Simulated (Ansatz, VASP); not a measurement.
# One calculation of GaH3, two programs

INCAR

```
SYSTEM = GaH3
PREC = Accurate ; ENCUT = 600
EDIFF = 1E-7 ; ISMEAR = 0
SIGMA = 0.1 ; LREAL = .FALSE.
LASPH = .TRUE. ; NELM = 100
ALGO = Normal ; ISIF = 3
LWAVE = .FALSE. ; LCHARG = .FALSE.
GGA = PE ; IBRION = 2
NSW = 90 ; EDIFFG = -0.04
```

The input KPOINTS:

```
regular mesh
0
G
  6 6 6
  0 0 0
```

The input POSCAR:

```
GaH3
1.0
    4.8195632876      0.0000000000      0.0000000000
   -2.4097816438      4.1738642422      0.0000000000
    0.0000000000      0.0000000000      3.0283659091
Ga H
2 6
Direct
    0.6666666667      0.3333333333      0.2500000000
    0.3333333333      0.6666666667      0.7500000000
    0.1818941420      0.3637882841      0.2500000000
    0.1818941420      0.8181058580      0.2500000000
    0.6362117159      0.8181058580      0.2500000000
    0.3637882841      0.1818941420      0.7500000000
    0.8181058580      0.1818941420      0.7500000000
    0.8181058580      0.6362117159      0.7500000000
```

Input for Ansatz:

```yaml
crystal:
  lattice:
    - [4.8195632876, 0.0, 0.0]
    - [-2.4097816438, 4.1738642422, 0.0]
    - [0.0, 0.0, 3.0283659091]
  atoms:
    - { symbol: Ga, position: [0.6666666667, 0.3333333333, 0.25] }
    - { symbol: Ga, position: [0.3333333333, 0.6666666667, 0.75] }
    - { symbol: H, position: [0.181894142, 0.3637882841, 0.25] }
    - { symbol: H, position: [0.181894142, 0.818105858, 0.25] }
    - { symbol: H, position: [0.6362117159, 0.818105858, 0.25] }
    - { symbol: H, position: [0.3637882841, 0.181894142, 0.75] }
    - { symbol: H, position: [0.818105858, 0.181894142, 0.75] }
    - { symbol: H, position: [0.818105858, 0.6362117159, 0.75] }
basis:
  ecutwfc: 420
kpoints:
  mp_grid: { grid: [6, 6, 6] }
hamiltonian:
  xc: pbe
scf:
  occupations: { method: gaussian, width: 0.1 }
  lower_state_search: "off"
output:
  forces: true
  stress: true
  eigenvalues: true
relax:
  adjacent_minimum: "off"
  f_tol: 0.04
  max_steps: 70
  cell: { stress_tol: 0.4 }
```

Change from the starting cell: species swapped into the La3Mg type (P6_3/mmc, No. 194).

Alike in both runs: task relaxation of cell and atoms; functional PBE; k mesh 6 × 6 × 6; occupations gaussian, width 0.1 eV; no spin polarisation.

|  | VASP | Ansatz |
| --- | --- | --- |
| version | VASP 6.6.1 | Ansatz 0.2.0 |
| potentials or method | VASP PAW PBE potentials, release 64 (Ga_d, H), cutoff 600 eV | scalar-relativistic, plane waves, PAW |
| valence electrons in the cell | 32 | 32 |

```tsv
	VASP	Ansatz	Ansatz less VASP
gap on the k mesh at the Fermi level, each at its own relaxed structure (eV)	none	none	-
relaxed volume (Å³/atom)	11.46	14.88	+3.428
relaxed length of the cell vector where the two differ most in proportion (Å)	6.532	7.437	+0.9047
```

A gap of «none» marks a metal or a gap that the smearing closes. One of these differences is far larger than is usual between the two programs; its cause wasn't traced.

Noted on VASP's run: the volume moved by over 15 % at a fixed basis, so the end points are rough.
